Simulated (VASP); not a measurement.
Bi2Te3, 5 atoms in the cell. Symmetry: R3m, No. 160, trigonal system. Conventional cell: a = 4.476 Å, b = 4.476 Å, c = 29.529 Å, α = 90.00°, β = 90.00°, γ = 120.00°. Bi (site symmetry 3m) has 3 Te at 3.12 Å and 3 Bi at 3.44 Å within 4.1 Å. Bi (site symmetry 3m) has 3 Te at 3.13 Å and 3 Bi at 3.44 Å within 4.1 Å. Te (site symmetry 3m) has 6 Te at 3.26 to 3.30 Å within 4.3 Å. Te (site symmetry 3m) has 3 Bi at 3.12 Å and 3 Te at 3.30 Å within 4.1 Å. Te (site symmetry 3m) has 3 Bi at 3.13 Å and 3 Te at 3.26 Å within 4.1 Å. 

- Program: VASP 6.6.1
- Task: single point
- Functional: PBE
- Potentials or basis: VASP PAW PBE potentials, release 64 (Bi_d, Te)
- Cutoff: 520 eV
- k mesh: 6 × 6 × 6
- Occupations: gaussian, width 0.1 eV
- Spin: no spin polarisation
- Dipole correction: no
- Further INCAR settings: ALGO = Normal; EDIFF = 1e-06; NBANDS = 32

Potentials or basis: VASP PAW PBE potentials, release 64 (Bi_d, Te).

Command:

```console
$ cat potpaw_PBE.64/Bi_d/POTCAR potpaw_PBE.64/Te/POTCAR > POTCAR
$ mpirun -np 1 vasp_std > vasp.out
```

Hardware: 1 thread of Intel(R) Xeon(R) 6975P-C (Granite Rapids), with other jobs on the host.

Question: Estimate the wall time of this run.

Answer: Wall time 10 min on 1 thread of Intel(R) Xeon(R) 6975P-C (Granite Rapids), with other jobs on the host, peak memory 0.95 GiB. Counts: scf iterations 13, k points 32.
